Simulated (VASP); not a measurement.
Input of a VASP 6.6.1 run:

Contents of INCAR:

```
PREC = Accurate
ENCUT = 520
EDIFF = 1E-8
ISMEAR = -1
SIGMA = 0.08
LREAL = False
LASPH = True
NELM = 100
ALGO = Normal
ISIF = 2
LWAVE = False
LCHARG = False
GGA = PS
LEFG = True
NBANDS = 29
```

File KPOINTS:

```
regular mesh
0
Gamma
  8 8 8
```

POSCAR

```
TiSi2
1.0
   -0.0418975000      4.0966925000      4.2409100000
    2.3651925000     -0.0332400000      4.2495675000
    2.3659100000      4.1060675000     -0.0325225000
Ti Si
2 4
Direct
    0.7500000000      0.7500000000      0.7500000000
    0.5000000000      0.5000000000      0.5000000000
    0.0830000000      0.4170000000      0.0830000000
    0.4170000000      0.0830000000      0.4170000000
    0.1670000000      0.8330000000      0.1670000000
    0.8330000000      0.1670000000      0.8330000000
```

Potentials or basis: VASP PAW PBE potentials, release 64 (Ti_sv, Si).

Command:

```bash
$ cat potpaw_PBE.64/Ti_sv/POTCAR potpaw_PBE.64/Si/POTCAR > POTCAR
$ mpirun -np 1 vasp_std > vasp.out
```

Question: What does it give for the largest force?

Answer: 0.213 eV/Å.

Question: What does it give for the band gap on the k mesh?

Answer: Zero (bands 20 and 21 overlap by 1.84 eV).

Forces in eV/Å, atoms in the order of the input:
```
Ti  -0.066 -0.067 -0.062
Ti   0.066  0.067  0.062
Si  -0.024  0.142  0.003
Si  -0.032 -0.204 -0.055
Si   0.024 -0.142 -0.003
Si   0.032  0.204  0.055
```

Caveat: the cell differs from its parent crystal (equal xy, yz and zx shear strains of -1 %); without QUAD_EFG the Cq values of the log hold for a quadrupole moment of 1 mb, not for the nuclei; the PAW data sets were made with another functional, which shifts forces and pressure a little.
